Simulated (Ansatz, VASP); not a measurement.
# Sn in VASP and in Ansatz

```
Sn
1.0
     3.32904    0.00000    0.00000
    -1.66452    2.88303    0.00000
     0.00000    0.00000    5.47191
Sn
2
Cartesian
  0.0000 1.9220 1.3680
  1.6645 0.9610 4.1039
```

Alike in both runs: functional PBEsol; k mesh 12 × 12 × 8; occupations gaussian, width 0.1 eV; no spin polarisation.

Ansatz relaxed the structure, and its values are those at the end. VASP's run is a single point on that final structure, the one shown.

|  | VASP | Ansatz |
| --- | --- | --- |
| version | VASP 6.6.1 | Ansatz 0.2.0 |
| potentials or method | VASP PAW PBE potentials, release 64 (Sn_d), cutoff 520 eV | scalar-relativistic, plane waves, PAW |
| valence electrons in the cell | 28 | 28 |

```tsv
	VASP	Ansatz	Ansatz less VASP
gap on the k mesh at the Fermi level (eV)	none	none	-
pressure (GPa)	0.0	0.0	+0.02
```

VASP's potentials were made for PBE, not for PBEsol. A gap of «none» marks a metal or a gap that the smearing closes.
